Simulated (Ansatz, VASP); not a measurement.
Two plane-wave programs on Hf

Contents of INCAR:

```
PREC = Accurate
ENCUT = 500
EDIFF = 1E-6
ISMEAR = 0
SIGMA = 0.1
LREAL = False
LASPH = True
NELM = 120
ALGO = Normal
ISIF = 2
LWAVE = False
LCHARG = False
GGA = PS
NBANDS = 17
GGA_COMPAT = False
```

File KPOINTS:

```
regular mesh
0
Gamma
  6 6 4
```

File POSCAR:

```
Hf
1.0
    3.1923846315      0.0000000000      0.0000000000
   -1.5961923157      2.7646861895      0.0000000000
    0.0000000000      0.0000000000      5.0450416400
Hf
2
Direct
    0.3333333300      0.6666666700      0.2500000000
    0.6666666700      0.3333333300      0.7500000000
```

Input for Ansatz:

```yaml
crystal:
  lattice:
    - [3.1923846315, 0.0, 0.0]
    - [-1.5961923157, 2.7646861895, 0.0]
    - [0.0, 0.0, 5.04504164]
  atoms:
    - { symbol: Hf, position: [0.33333333, 0.66666667, 0.25] }
    - { symbol: Hf, position: [0.66666667, 0.33333333, 0.75] }
basis:
  ecutwfc: 420
kpoints:
  mp_grid: { grid: [6, 6, 4] }
hamiltonian:
  xc: pbesol
scf:
  occupations: { method: gaussian, width: 0.1 }
output:
  forces: true
  stress: true
  eigenvalues: true
```

Alike in both runs: task single point; functional PBEsol; k mesh 6 × 6 × 4; occupations gaussian, width 0.1 eV; no spin polarisation.

|  | VASP | Ansatz |
| --- | --- | --- |
| version | VASP 6.6.1 | Ansatz 0.2.0 |
| potentials or method | VASP PAW PBE potentials, release 64 (Hf_pv), cutoff 500 eV | scalar-relativistic, plane waves, PAW |
| valence electrons in the cell | 20 | 52 |

Ansatz gave:

| Item | Value |
| --- | --- |
| gap on the k mesh at the Fermi level (eV) | none |
| pressure (GPa) | -3.1 |
| traceless stress, the component that is largest in VASP (GPa) | 0.54 |

Q: Estimate VASP's values.

A: gap on the k mesh at the Fermi level (eV): none; pressure (GPa): -3.4; traceless stress, the component that is largest in VASP (GPa): 0.48.

VASP's potentials were made for PBE, not for PBEsol. A gap of «none» marks a metal or a gap that the smearing closes. VASP's potentials hold 20 valence electrons a cell and Ansatz's 52, so a difference there can come from the potentials and not from the codes.

The k mesh is coarse, so the values compare programs but aren't converged. Spin-orbit coupling is off throughout.
